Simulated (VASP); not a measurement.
A run of VASP 6.6.1:

INCAR

```
ALGO = Normal
EDIFF = 1E-6
ENCUT = 520
GGA = PE
ISIF = 2
ISMEAR = 0
LASPH = T
LCHARG = T
LELF = T
LREAL = F
LVHAR = T
LWAVE = F
NBANDS = 18
NELM = 60
PREC = Accurate
SIGMA = 0.15
```

File KPOINTS:

```
k-points
0
Gamma
  20 20 20
```

The input POSCAR:

```
Si2Mo
1.0
   -1.6084236970      1.6084236970      3.9365099589
    1.6084236970     -1.6084236970      3.9365099589
    1.6084236970      1.6084236970     -3.9365099589
Si Mo
2 1
Direct
    0.3350991346      0.3350991346      0.0000000000
    0.6649008654      0.6649008654      0.0000000000
    0.0000000000      0.0000000000      0.0000000000
```

Potentials or basis: VASP PAW PBE potentials, release 64 (Si, Mo_sv).

Command:

```sh
$ cat potpaw_PBE.64/Si/POTCAR potpaw_PBE.64/Mo_sv/POTCAR > POTCAR
$ mpirun -np 1 vasp_std > vasp.out
```

Hardware: 1 thread of Intel(R) Xeon(R) Platinum 8488C (Sapphire Rapids) (shared host).

Problem. Estimate the wall time of this run.

Solution. Wall time 4.9 min on 1 thread of Intel(R) Xeon(R) Platinum 8488C (Sapphire Rapids), with other jobs on the host, peak memory 0.56 GiB. Counts: scf iterations 13, k points 641.
